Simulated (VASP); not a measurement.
Wanted: the native input for a VASP 6.6.1 run.

- Task: electric field gradients
- Functional: PBEsol
- Potentials or basis: VASP PAW PBE potentials, release 64 (Hf_pv)
- Cutoff: 520 eV
- k mesh: 16 × 16 × 16
- Occupations: fermi-dirac, width 0.08 eV
- Spin: no spin polarisation
- Dipole correction: no
- Further INCAR settings: ALGO = Normal; EDIFF = 1e-08; NBANDS = 11

The structure of Hf lies in POSCAR:

```
Hf
1.0
   -1.8109967218      1.8109967218      1.8109967218
    1.8109967218     -1.8109967218      1.8109967218
    1.8109967218      1.8109967218     -1.8109967218
Hf
1
Direct
    0.0000000000      0.0000000000      0.0000000000
```

This cell differs from its parent crystal: volume scaled by 1.01.

The input as run:

INCAR

```
SYSTEM = Hf
PREC = Accurate
ENCUT = 520
EDIFF = 1E-8
ISMEAR = -1
SIGMA = 0.08
LREAL = .False.
LASPH = .True.
NELM = 100
ALGO = Normal
ISIF = 2
LWAVE = .False.
LCHARG = .False.
GGA = PS
LEFG = .True.
NBANDS = 11
```

KPOINTS

```
Automatic mesh
0
Gamma
  16 16 16
  0 0 0
```

Potentials or basis: VASP PAW PBE potentials, release 64 (Hf_pv).

Command:

```sh
$ cat potpaw_PBE.64/Hf_pv/POTCAR > POTCAR
$ mpirun -np 1 vasp_std > vasp.out
```

It gave:

```yaml
Pressure: -9.9 GPa
Band_gap_on_the_k_mesh: zero (band 5 reaches 5.48 eV, above the bottom of band 6 at 3.32 eV)
```

Caveat: without QUAD_EFG the Cq values of the log hold for a quadrupole moment of 1 mb, not for the nuclei; the PAW data sets were made with another functional, which shifts forces and pressure a little; spin-orbit coupling is left out, which moves the levels of the heavy elements.

Run time: 13 s on 1 thread of Intel(R) Xeon(R) 6975P-C (Granite Rapids) (shared host), peak memory 0.16 GiB.
